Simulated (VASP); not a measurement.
The system is CdC2.

```
CELL_PARAMETERS angstrom
-1.72442 1.72442 2.74154
1.72442 -1.72442 2.74154
1.72442 1.72442 -2.74154
ATOMIC_POSITIONS crystal
Cd 0.00000 0.00000 0.00000
C 0.61298 0.61298 0.00000
C 0.38702 0.38702 0.00000
```

Base run:

* Program: VASP 6.6.1
* Functional: LDA
* Potentials or basis: VASP PAW LDA potentials, release 64 (Cd_sv_GW, C)
* Cutoff: 600 eV
* k mesh: 8 × 8 × 8
* Occupations: gaussian, width 0.01 eV
* Spin: no spin polarisation

Its results: band gap on the k mesh 1.61 eV, indirect (least direct gap 2.58 eV); pressure 29.9 GPa; largest force 0.074 eV/Å.

The run is repeated on the same cell with these changes: potentials or basis from VASP PAW LDA potentials, release 64 (Cd_sv_GW, C) to VASP PAW LDA potentials, release 64 (Cd, C); cutoff from 600 eV to 520 eV; further incar settings from ALGO = Normal; EDIFF = 1e-06; NBANDS = 21 to ALGO = Normal; EDIFF = 1e-07; NBANDS = 17; valence electrons from 28 to 20. What comes out?

Band gap on the k mesh 1.61 eV, indirect (least direct gap 2.58 eV); pressure 32.0 GPa; largest force 0.009 eV/Å.

A k mesh can miss the band edges.
